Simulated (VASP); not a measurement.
# Mg6O5 (a cell with a defect) in VASP: notebook, part 2 of 2

VASP 6.6.1. Earlier steps stand in the parts before.

## 3. Single point, PBEsol

File INCAR:

```
PREC = Accurate
ENCUT = 520
EDIFF = 1E-6
ISMEAR = 0
SIGMA = 0.05
LREAL = False
LASPH = True
NELM = 100
ALGO = Normal
ISIF = 2
LWAVE = False
LCHARG = True
GGA = PS
LELF = True
LVHAR = True
NBANDS = 32
```

File KPOINTS:

```
regular mesh
0
Gamma
  4 4 4
```

File POSCAR:

```
Mg6O5
1.0
    5.5908553621      0.0000000000      0.0000000000
    0.0000000000      5.5908553621      0.0000000000
    0.0000000000      0.0000000000      5.5908553621
Mg O
6 5
Direct
    0.2500000000      0.0000000000      0.5000000000
    0.0000000000      0.5000000000      0.2500000000
    0.5000000000      0.7500000000      0.0000000000
    0.7500000000      0.0000000000      0.5000000000
    0.0000000000      0.5000000000      0.7500000000
    0.5000000000      0.2500000000      0.0000000000
    0.5000000000      0.0000000000      0.2500000000
    0.0000000000      0.7500000000      0.5000000000
    0.6875000000      0.5000000000      0.0000000000
    0.5000000000      0.0000000000      0.7500000000
    0.0000000000      0.2500000000      0.5000000000
```

Potentials or basis: VASP PAW PBE potentials, release 64 (Mg, O).

Launch:

```bash
$ cat potpaw_PBE.64/Mg/POTCAR potpaw_PBE.64/O/POTCAR > POTCAR
$ mpirun -np 1 vasp_std > vasp.out
```

OUTCAR:

```text
PREC = Accurate
   ENCUT = 520
   EDIFF = 1E-6
   ISMEAR = 0
   LREAL = False
   LASPH = True
   NELM = 100
   ISIF = 2
   GGA = PS

 ion  position               nearest neighbor table
   1  0.250  0.000  0.500-   7 1.98   8 1.98  10 1.98  11 1.98   4 2.80   4 2.80   2 3.42   5 3.42
                             6 3.42   3 3.42   6 3.42   2 3.42   5 3.42   3 3.42
   2  0.000  0.500  0.250-   8 1.98  11 1.98   9 2.24   5 2.80   5 2.80   3 3.42   4 3.42   1 3.42
                             6 3.42   1 3.42   4 3.42   3 3.42   6 3.42
   3  0.500  0.750  0.000-   9 1.75   7 1.98  10 1.98   6 2.80   6 2.80   2 3.42   4 3.42   5 3.42
                             1 3.42   4 3.42   1 3.42   2 3.42   5 3.42
   4  0.750  0.000  0.500-   7 1.98   8 1.98  10 1.98  11 1.98   1 2.80   1 2.80   3 3.42   5 3.42
                             6 3.42   3 3.42   6 3.42   2 3.42   5 3.42   2 3.42
   5  0.000  0.500  0.750-   8 1.98  11 1.98   9 2.24   2 2.80   2 2.80   1 3.42   3 3.42   4 3.42
                             6 3.42   1 3.42   4 3.42   3 3.42   6 3.42
   6  0.500  0.250  0.000-   9 1.75   7 1.98  10 1.98   3 2.80   3 2.80   2 3.42   1 3.42   4 3.42
                             1 3.42   4 3.42   5 3.42   2 3.42   5 3.42
   7  0.500  0.000  0.250-   1 1.98   3 1.98   4 1.98   6 1.98
   8  0.000  0.750  0.500-   1 1.98   2 1.98   4 1.98   5 1.98
   9  0.688  0.500  0.000-   3 1.75   6 1.75   5 2.24   2 2.24
  10  0.500  0.000  0.750-   1 1.98   3 1.98   4 1.98   6 1.98
  11  0.000  0.250  0.500-   1 1.98   2 1.98   4 1.98   5 1.98

  LATTYP: Found a simple cubic cell.
 ALAT       =     5.5908553621

  Lattice vectors:

 A1 = (   5.5908553621,   0.0000000000,   0.0000000000)
 A2 = (   0.0000000000,   5.5908553621,   0.0000000000)
 A3 = (   0.0000000000,   0.0000000000,   5.5908553621)

Analysis of symmetry for initial positions (statically):
=====================================================================
 Subroutine PRICEL returns:
 Original cell was already a primitive cell.

 Routine SETGRP: Setting up the symmetry group for a
[... 168 lines left out ...]
   LRPA    =     F    only Hartree local field effects (RPA)
 non-spin polarized calculation
 Gauss-broadening in eV      SIGMA  =   0.05
  energy-cutoff  :      520.00
  volume of cell :      174.76
 maximum number of plane-waves:      4729
 NGX is ok and might be reduce to    42
   NGX = 21   NGY = 21   NGZ = 21

 number of electron      41.9999971 magnetization

 Free energy of the ion-electron system (eV)
  ---------------------------------------------------
  ext. energy  EPLUGINS =         0.00000000
  ---------------------------------------------------
  free energy    TOTEN  =       -60.59040773 eV

  energy without entropy =      -60.59040773  energy(sigma->0) =      -60.59040773

 E-fermi :   2.4332     XC(G=0):  -8.5900

 val. band max:        2.2040937843   @ k =   0.5000   0.5000   0.5000
 cond. band min:       3.0077889266   @ k =   0.0000   0.5000   0.0000
 fundamental gap:      0.8036951423
 Fermi energy:         2.4331838032

 k-point     1 :       0.0000    0.0000    0.0000
  band No.  band energies     occupation
      1     -16.4422      2.00000
      2     -16.1598      2.00000
      3     -15.9395      2.00000
      4     -15.5882      2.00000
      5     -15.4642      2.00000
      6      -3.6885      2.00000
[... 829 lines left out ...]
     31      10.2533      0.00000
     32      10.4166      0.00000

 [... further k-points ...]

------------------------ aborting loop because EDIFF is reached ----------------------------------------

  FORCE on cell =-STRESS in cart. coord.  units (eV):
  Direction    XX          YY          ZZ          XY          YZ          ZX
  --------------------------------------------------------------------------------------
  -------------------------------------------------------------------------------------
  Total        0.6955669      7.3644383     -0.2710977      0.0000000      0.0000000      0.0000000
  in kB        6.3769747     67.5173577     -2.4854303      0.0000000      0.0000000      0.0000000
  external PRESSURE =      23.8029674 kB  Pullay stress =       0.0000000 kB

 VOLUME and BASIS-vectors are now :
 -----------------------------------------------------------------------------
  energy-cutoff  :      520.00
  volume of cell :      174.76
      direct lattice vectors                 reciprocal lattice vectors
     5.590855362  0.000000000  0.000000000     0.178863508  0.000000000  0.000000000
     0.000000000  5.590855362  0.000000000     0.000000000  0.178863508  0.000000000
     0.000000000  0.000000000  5.590855362     0.000000000  0.000000000  0.178863508

 POSITION                                       TOTAL-FORCE (eV/Angst)
 -----------------------------------------------------------------------------------
      1.39771      0.00000      2.79543         0.060314      0.000000      0.000000
      0.00000      2.79543      1.39771        -0.499394      0.000000      0.011607
      2.79543      4.19314      0.00000        -1.969901      2.686166      0.000000
      4.19314      0.00000      2.79543        -0.082334      0.000000      0.000000
      0.00000      2.79543      4.19314        -0.499394      0.000000     -0.011607
      2.79543      1.39771      0.00000        -1.969901     -2.686166      0.000000
      2.79543      0.00000      1.39771         0.069655      0.000000     -0.011306
      0.00000      4.19314      2.79543        -0.146962     -0.126620      0.000000
      3.84371      2.79543      0.00000         5.115226      0.000000      0.000000
      2.79543      0.00000      4.19314         0.069655      0.000000      0.011306
      0.00000      1.39771      2.79543        -0.146962      0.126620      0.000000
 -----------------------------------------------------------------------------------
    total drift:                               -0.000243      0.000000     -0.000001

  FREE ENERGIE OF THE ION-ELECTRON SYSTEM (eV)
  ---------------------------------------------------
  free  energy   TOTEN  =       -60.5904077287 eV

  energy  without entropy=      -60.5904077287  energy(sigma->0) =      -60.59040773
```

stdout:

```text
POSCAR found type information on POSCAR MgO
 POSCAR found :  2 types and      11 ions
 scaLAPACK will be used
 -----------------------------------------------------------------------------
|                                                                             |
|                                                                             |
|     You enforced a specific xc type in the INCAR file but a different       |
|     I HOPE YOU KNOW WHAT YOU ARE DOING!                                     |
|                                                                             |
 -----------------------------------------------------------------------------

 LDA part: xc-table for (Slater+PW92), standard interpolation
 POSCAR, INCAR and KPOINTS ok, starting setup
 FFT: planning ... GRIDC
 FFT: planning ... GRID_SOFT
 FFT: planning ... GRID
 WAVECAR not read
 entering main loop
```

It took 6.5 min on 1 thread of AMD EPYC 7R13, shared host; peak memory 0.28 GiB.

What came out:

- Free energy: -60.5904 eV
- Pressure: 2.4 GPa
- Largest force: 5.115 eV/Å
- Band gap on the k mesh: 0.80 eV

Forces in eV/Å, atoms in the order of the input:
```
Mg   0.060  0.000  0.000
Mg  -0.499  0.000  0.012
Mg  -1.970  2.686  0.000
Mg  -0.082  0.000  0.000
Mg  -0.499  0.000 -0.012
Mg  -1.970 -2.686  0.000
O    0.070  0.000 -0.011
O   -0.147 -0.127  0.000
O    5.115  0.000  0.000
O    0.070  0.000  0.011
O   -0.147  0.127  0.000
```

Stress tensor (GPa, compression positive):
```
 0.64  0.00  0.00
 0.00  6.75  0.00
 0.00  0.00 -0.25
```

Caveat: the cell differs from its parent crystal (atoms taken out, atom 9 moved -0.125 of the way to it and +0.000 Å across, host rigid); the PAW data sets were made with another functional, which shifts forces and pressure a little.

## 4. Single point, PBEsol

File INCAR:

```
SYSTEM = Mg6O5
ALGO = Normal
EDIFF = 1E-6
ENCUT = 520
GGA = PS
ISIF = 2
ISMEAR = 0
LASPH = .True.
LCHARG = .False.
LREAL = .False.
LWAVE = .False.
NBANDS = 32
NELM = 100
PREC = Accurate
SIGMA = 0.05
```

File KPOINTS:

```
k-points
0
Gamma
  4 4 4
  0 0 0
```

POSCAR: that of step 3 with these lines changed.

```diff
@@ -16,3 +16,3 @@
     0.0000000000      0.7500000000      0.5000000000
-    0.6875000000      0.5000000000      0.0000000000
+    0.8750000000      0.5000000000      0.0000000000
     0.5000000000      0.0000000000      0.7500000000
```

Potentials or basis: VASP PAW PBE potentials, release 64 (Mg, O).

Launch:

```bash
$ cat potpaw_PBE.64/Mg/POTCAR potpaw_PBE.64/O/POTCAR > POTCAR
$ mpirun -np 1 vasp_std > vasp.out
```

OUTCAR:

```text
SYSTEM = Mg6O5
   EDIFF = 1E-6
   ENCUT = 520
   GGA = PS
   ISIF = 2
   ISMEAR = 0
   LASPH = .True.
   LREAL = .False.
   NELM = 100
   PREC = Accurate

 ion  position               nearest neighbor table
   1  0.250  0.000  0.500-   7 1.98   8 1.98  10 1.98  11 1.98   4 2.80   4 2.80   2 3.42   5 3.42
                             6 3.42   3 3.42   6 3.42   2 3.42   5 3.42   3 3.42
   2  0.000  0.500  0.250-   9 1.56   8 1.98  11 1.98   5 2.80   5 2.80   3 3.42   4 3.42   1 3.42
                             6 3.42   1 3.42   4 3.42   3 3.42   6 3.42
   3  0.500  0.750  0.000-   7 1.98  10 1.98   9 2.52   6 2.80   6 2.80   2 3.42   4 3.42   5 3.42
                             1 3.42   4 3.42   1 3.42   2 3.42   5 3.42
   4  0.750  0.000  0.500-   7 1.98   8 1.98  10 1.98  11 1.98   1 2.80   1 2.80   3 3.42   5 3.42
                             6 3.42   3 3.42   6 3.42   2 3.42   5 3.42   2 3.42
   5  0.000  0.500  0.750-   9 1.56   8 1.98  11 1.98   2 2.80   2 2.80   1 3.42   3 3.42   4 3.42
                             6 3.42   1 3.42   4 3.42   3 3.42   6 3.42
   6  0.500  0.250  0.000-   7 1.98  10 1.98   9 2.52   3 2.80   3 2.80   2 3.42   1 3.42   4 3.42
                             1 3.42   4 3.42   5 3.42   2 3.42   5 3.42
   7  0.500  0.000  0.250-   1 1.98   3 1.98   4 1.98   6 1.98
[... 1057 lines left out ...]

  FORCE on cell =-STRESS in cart. coord.  units (eV):
  Direction    XX          YY          ZZ          XY          YZ          ZX
  --------------------------------------------------------------------------------------
  -------------------------------------------------------------------------------------
  Total        4.0778239      0.6033535     26.1902089      0.0000000      0.0000000      0.0000000
  in kB       37.3855933      5.5315601    240.1125027      0.0000000      0.0000000      0.0000000
  external PRESSURE =      94.3432187 kB  Pullay stress =       0.0000000 kB

 VOLUME and BASIS-vectors are now :
 -----------------------------------------------------------------------------
  energy-cutoff  :      520.00
  volume of cell :      174.76
      direct lattice vectors                 reciprocal lattice vectors
     5.590855362  0.000000000  0.000000000     0.178863508  0.000000000  0.000000000
     0.000000000  5.590855362  0.000000000     0.000000000  0.178863508  0.000000000
     0.000000000  0.000000000  5.590855362     0.000000000  0.000000000  0.178863508

 POSITION                                       TOTAL-FORCE (eV/Angst)
 -----------------------------------------------------------------------------------
      1.39771      0.00000      2.79543        -0.108229     -0.000000     -0.000000
      0.00000      2.79543      1.39771         4.821579     -0.000000      9.307671
      2.79543      4.19314      0.00000         0.415757      0.196367     -0.000000
      4.19314      0.00000      2.79543         0.140657     -0.000000     -0.000000
      0.00000      2.79543      4.19314         4.821579     -0.000000     -9.307671
      2.79543      1.39771      0.00000         0.415757     -0.196367     -0.000000
      2.79543      0.00000      1.39771         0.169937     -0.000000     -0.181202
      0.00000      4.19314      2.79543        -0.049665      0.060979     -0.000000
      4.89200      2.79543      0.00000       -10.747643     -0.000000     -0.000000
      2.79543      0.00000      4.19314         0.169937     -0.000000      0.181202
      0.00000      1.39771      2.79543        -0.049665     -0.060979     -0.000000
 -----------------------------------------------------------------------------------
    total drift:                               -0.000487      0.000000      0.000000

  FREE ENERGIE OF THE ION-ELECTRON SYSTEM (eV)
  ---------------------------------------------------
  free  energy   TOTEN  =       -57.7920511605 eV

  energy  without entropy=      -57.7920511605  energy(sigma->0) =      -57.79205116
```

Wall time 6.4 min (1 thread of AMD EPYC 7R13, shared host); peak memory 0.28 GiB.

What came out:

| Property | Result |
| --- | --- |
| Free energy | -57.7921 eV |
| Pressure | 9.4 GPa |
| Largest force | 10.748 eV/Å |
| Band gap on the k mesh | 0.50 eV |

Forces on the atoms (eV/Å):
```
Mg   -0.108   0.000   0.000
Mg    4.822   0.000   9.308
Mg    0.416   0.196   0.000
Mg    0.141   0.000   0.000
Mg    4.822   0.000  -9.308
Mg    0.416  -0.196   0.000
O     0.170   0.000  -0.181
O    -0.050   0.061   0.000
O   -10.748   0.000   0.000
O     0.170   0.000   0.181
O    -0.050  -0.061   0.000
```

Caveat: the cell differs from its parent crystal (atoms taken out, atom 9 moved 0.250 of the way to it and +0.000 Å across, host rigid); the PAW data sets were made with another functional, which shifts forces and pressure a little.

## 5. Single point, PBEsol

File INCAR:

```
SYSTEM = Mg6O5
PREC = Accurate
ENCUT = 520
EDIFF = 1E-6
ISMEAR = 0
SIGMA = 0.05
LREAL = .FALSE.
LASPH = .TRUE.
NELM = 100
ALGO = Normal
ISIF = 2
LWAVE = .FALSE.
LCHARG = .FALSE.
GGA = PS
NBANDS = 32
```

File KPOINTS:

```
regular mesh
0
G
  4 4 4
  0 0 0
```

POSCAR: that of step 4 with these lines changed.

```diff
@@ -16,3 +16,3 @@
     0.0000000000      0.7500000000      0.5000000000
-    0.8750000000      0.5000000000      0.0000000000
+    1.0000000000      0.3747955447      0.0000000000
     0.5000000000      0.0000000000      0.7500000000
```

Launch:

```bash
$ cat potpaw_PBE.64/Mg/POTCAR potpaw_PBE.64/O/POTCAR > POTCAR
$ mpirun -np 1 vasp_std > vasp.out
```

Wall time 5.8 min (1 thread of AMD EPYC 7R13, shared host); peak memory 0.28 GiB.

The run converged. Its results:

- Free energy: -56.6548 eV
- Pressure: 10.3 GPa
- Largest force: 10.253 eV/Å
- Band gap on the k mesh: 0.43 eV

Forces in eV/Å, atoms in the order of the input:
```
Mg  -0.217  0.350  0.000
Mg   0.000  3.422  9.666
Mg   0.000  0.996  0.000
Mg   0.217  0.350  0.000
Mg   0.000  3.422 -9.666
Mg   0.000 -0.578  0.000
O    0.000 -0.042 -0.173
O    0.000 -0.026  0.000
O    0.000 -7.910  0.000
O    0.000 -0.042  0.173
O    0.000  0.058  0.000
```

Stress tensor (GPa, compression positive):
```
-1.67  0.00  0.00
 0.00  6.59  0.00
 0.00  0.00 26.09
```

Levels at points of the mesh, in eV from the valence-band top:
| k point | band 18 | band 19 | band 20 | band 21 | band 22 | band 23 | band 24 | band 25 |
| --- | --- | --- | --- | --- | --- | --- | --- | --- |
| (0.00, 0.00, 0.00) | -2.62 | -2.33 | -2.25 | -2.22 | 1.84 | 2.62 | 2.94 | 3.43 |
| (0.50, 0.00, 0.00) | -2.62 | -2.33 | -2.20 | -0.62 | 0.47 | 2.17 | 4.01 | 4.26 |
| (0.00, 0.50, 0.00) | -3.01 | -2.62 | -2.17 | -1.00 | 1.29 | 2.81 | 3.24 | 3.54 |
| (0.00, 0.00, 0.50) | -3.04 | -2.70 | -2.33 | -1.34 | 0.43 | 2.54 | 2.85 | 4.75 |
| (0.50, 0.50, 0.00) | -3.21 | -2.62 | -2.16 | -0.10 | 0.59 | 2.60 | 2.96 | 3.40 |
| (0.00, 0.50, 0.50) | -3.23 | -2.90 | -2.77 | -0.69 | 1.41 | 2.28 | 2.72 | 3.28 |
| (0.50, 0.00, 0.50) | -2.99 | -2.62 | -2.33 | -0.44 | 1.24 | 1.29 | 3.08 | 4.46 |
| (0.50, 0.50, 0.50) | -3.19 | -3.18 | -2.78 | 0.00 | 1.43 | 1.91 | 2.89 | 3.18 |

Caveat: the cell differs from its parent crystal (atoms taken out, atom 9 moved 0.500 of the way to it and -0.700 Å across, host rigid); the PAW data sets were made with another functional, which shifts forces and pressure a little.

## 6. The runs side by side

```csv
cell,gap on the mesh (eV),pressure (GPa),largest force (eV/Å)
"as given, atomic positions A",0.23,18.5,20.50
"as given, atomic positions B",0.80,2.4,5.12
"as given, atomic positions C",0.50,9.4,10.75
"as given, atomic positions D",0.43,10.3,10.25
```

Alike in all rows: task single point; level PBEsol; potentials or basis VASP PAW PBE potentials, release 64 (Mg, O); no spin polarisation; k mesh 4 × 4 × 4; cutoff (eV) 520; smearing gaussian 0.05 eV.

Caveats: the PAW data sets were made with another functional, which shifts forces and pressure a little; atoms lie so close that the PAW spheres overlap strongly, which falsifies energies and pressures (at least some runs).

Total energies depend on the potentials used, so only differences within one code and one set of settings carry meaning.
